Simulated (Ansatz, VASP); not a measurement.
**MoW14 in VASP and in Ansatz**

```
Mo W
1.0
     6.32000    0.00000    0.00000
     0.00000    6.32000    0.00000
     0.00000    0.00000    6.32000
Mo W
1 14
Direct
  0.24738 0.75262 0.75262
  0.49989 0.99981 0.99981
  0.00019 0.50011 0.99981
  0.00019 0.99981 0.50011
  0.24742 0.24731 0.24731
  0.49976 0.50024 0.99990
  0.49976 0.99990 0.50024
  0.75259 0.24741 0.24741
  0.00010 0.50024 0.50024
  0.24760 0.75240 0.24764
  0.24760 0.24764 0.75240
  0.49976 0.50024 0.50024
  0.75269 0.75258 0.24731
  0.75269 0.24731 0.75258
  0.75236 0.75240 0.75240
```

Alike in both runs: functional PBE; dispersion D3(BJ); k mesh 3 × 3 × 3; occupations fermi-dirac, width 0.15 eV; no spin polarisation.

Ansatz relaxed the structure, and its values are those at the end. VASP's run is a single point on that final structure, the one shown.

```csv
,VASP,Ansatz
version,VASP 6.6.1,Ansatz 0.2.0
potentials or method,"VASP PAW PBE potentials, release 64 (Mo_sv, W_sv), cutoff 520 eV","scalar-relativistic, plane waves, PAW"
valence electrons in the cell,210,210
```

```csv
,VASP,Ansatz,Ansatz less VASP
rms of the force components (eV/Å),0.008,0.007,-0.0002
```

Spin-orbit coupling is off throughout.
